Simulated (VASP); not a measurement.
A run of VASP 6.6.1 is set up as follows.

The input INCAR:

```
PREC = Accurate ; ENCUT = 520
EDIFF = 1E-6 ; ISMEAR = -1
SIGMA = 0.3275 ; LREAL = F
LASPH = T ; NELM = 60
ALGO = Normal ; ISIF = 2
LWAVE = F ; LCHARG = F
GGA = PE ; NBANDS = 41
ISYM = 0
```

Contents of KPOINTS:

```
Automatic mesh
0
Gamma
  1 1 1
```

Contents of POSCAR:

```
AlN
1.0
    5.2253880000      0.0754520000     -0.0146810000
    0.0754520000      5.6076760000      0.1886370000
   -0.0146810000      0.1886370000      5.5019230000
Al N
7 7
Direct
    0.5361436733      1.0356785183      1.3750924607
    0.0071136293      0.6313591468      0.6202427296
   -0.1012050055      0.0276237674      0.7802498044
    0.0616580259      0.2179622275      0.2405690630
    0.1373539310      0.7656713399      1.1076913560
    0.4026830494      0.2170002865      0.7857284638
    0.5302986936      0.5053749907      0.1981461560
    0.2659745289      0.8355629890      0.8456515434
    0.4178212871      0.4628060683      0.4994198730
    0.7320827478      0.7794208179      0.1895146664
    0.4692627791     -0.1006682524      0.6615676017
    0.6612361969      1.2278686299      0.0640169181
    0.2262186167      0.4630157653      1.0725094136
    0.9289047812      0.2793242903      0.5324891597
```

Potentials or basis: VASP PAW PBE potentials, release 64 (Al, N).

Command:

```sh
$ cat potpaw_PBE.64/Al/POTCAR potpaw_PBE.64/N/POTCAR > POTCAR
$ mpirun -np 1 vasp_gam > vasp.out
```

**Question.** What does it give for the pressure?

**Answer.** 0.4 GPa.

**Question.** Predict the band gap on the k mesh.

**Answer.** 0.28 eV.

**Question.** Estimate the largest force.

**Answer.** 10.034 eV/Å.

Forces in eV/Å, atoms in the order of the input:
```
Al   2.415 -0.681 -4.743
Al   0.617 -2.590 -1.668
Al  -2.026  1.930  0.586
Al  -1.285  0.357 -0.581
Al  -4.767 -0.418  6.297
Al   0.682  2.742  1.025
Al   3.774  0.268 -0.029
N    3.309  3.543 -8.786
N   -1.222 -1.221  2.984
N    2.429  0.320  1.708
N   -1.043  0.052  4.145
N    0.522 -0.954 -1.878
N   -3.126 -1.924 -1.648
N   -0.277 -1.424  2.589
```

Caveat: the k points lie up to 1.20 Å⁻¹ apart.
